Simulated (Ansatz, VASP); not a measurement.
## Two plane-wave programs on BaTiO3

The input POSCAR:

```
BaTiO3
1.0
    4.0206163469      0.0000000000      0.0000000000
    0.0000000000      2.8618960016      2.8702186926
    0.0000000000     -2.8618960016      2.8702186926
Ba Ti O
1 1 3
Direct
    0.0000000000      0.0000000000      0.0000000000
    0.5000000000      0.5124000000      0.5124000000
    0.0000000000      0.4874000000      0.4874000000
    0.5000000000      0.5052400000      0.9918400000
    0.5000000000      0.9918400000      0.5052400000
```

Contents of INCAR.step1:

```
SYSTEM = BaTiO3
ALGO = Normal
EDIFF = 1E-4
ENCUT = 520
GGA = PE
ISMEAR = -1
LASPH = .True.
LCHARG = .False.
LREAL = .False.
LWAVE = .True.
NBANDS = 28
NELM = 80
PREC = Accurate
SIGMA = 0.1
```

Contents of INCAR.step2:

```
SYSTEM = BaTiO3
ALGO = Normal
EDIFF = 1E-6
ENCUT = 520
ISIF = 2
ISMEAR = -1
ISTART = 1
LASPH = .True.
LCHARG = .False.
LMIXTAU = .True.
LREAL = .False.
LWAVE = .False.
METAGGA = R2SCAN
NBANDS = 28
NELM = 80
PREC = Accurate
SIGMA = 0.1
```

The input KPOINTS:

```
k-points
0
Gamma
  6 6 6
  0 0 0
```

Input for Ansatz:

```yaml
crystal:
  lattice:
    - [4.020616346854379, 0.0, 0.0]
    - [0.0, 2.8618960016036104, 2.870218692573764]
    - [0.0, -2.8618960016036104, 2.870218692573764]
  atoms:
    - { symbol: Ba, position: [0.0, 0.0, 0.0] }
    - { symbol: Ti, position: [0.5, 0.5124, 0.5124] }
    - { symbol: O, position: [0.0, 0.4874, 0.4874] }
    - { symbol: O, position: [0.5, 0.50524, 0.99184] }
    - { symbol: O, position: [0.5, 0.99184, 0.50524] }
basis:
  ecutwfc: 600.0
kpoints:
  mp_grid:
    grid: [6, 6, 6]
hamiltonian:
  xc: r2scan
  pseudopotentials:
    kind: paw
scf:
  convergence:
    dr2_threshold: 1.0e-10
  occupations:
    method: fermi_dirac
output:
  stress: true
```

Alike in both runs: task single point; functional r2SCAN; k mesh 6 × 6 × 6; no spin polarisation.

```csv
,VASP,Ansatz
version,VASP 6.6.1,Ansatz 0.2.0
potentials or method,"VASP PAW PBE potentials, release 64 (Ba_sv, Ti_sv, O), cutoff 520 eV","plane waves, PAW"
occupations,"fermi-dirac, width 0.1 eV",fermi-dirac
valence electrons in the cell,40,40
```

VASP gave:

```
pressure (GPa)                                                : -3.5
traceless stress, the component that is largest in VASP (GPa) : -0.38
```

**Question.** What did Ansatz give for the same quantities?

**Answer.** Pressure (GPa): -5.2; traceless stress, the component that is largest in VASP (GPa): -0.38.

VASP's potentials were made for PBE, not for r2SCAN.

Neither program's run includes spin-orbit coupling.
